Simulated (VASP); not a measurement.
Al, 2 atoms in the cell. The typed cell holds 2 atoms: a = 4.214 Å, b = 4.214 Å, c = 2.870 Å, α = 90.00°, β = 137.13°, γ = 90.00°. 

```yaml
Program: VASP 6.6.1
Task: single point
Functional: PBE
Potentials_or_basis: VASP PAW PBE potentials, release 64 (Al)
Cutoff: 520 eV
k_mesh: 8 × 8 × 18
Occupations: gaussian, width 0.1 eV
Spin: no spin polarisation
Dipole_correction: no
Further_INCAR_settings: ALGO = Normal; EDIFF = 1e-07; NBANDS = 10
```

Potentials or basis: VASP PAW PBE potentials, release 64 (Al).

The run is started by

```console
$ cat potpaw_PBE.64/Al/POTCAR > POTCAR
$ mpirun -np 1 vasp_std > vasp.out
```

Hardware: 1 thread of Intel(R) Xeon(R) 6975P-C (Granite Rapids) (shared host).

Task: Estimate the wall time of this run.

Result: It took 38 s on 1 thread of Intel(R) Xeon(R) 6975P-C (Granite Rapids), on a shared host, peak memory 0.23 GiB. Counts: scf iterations 11, k points 370.
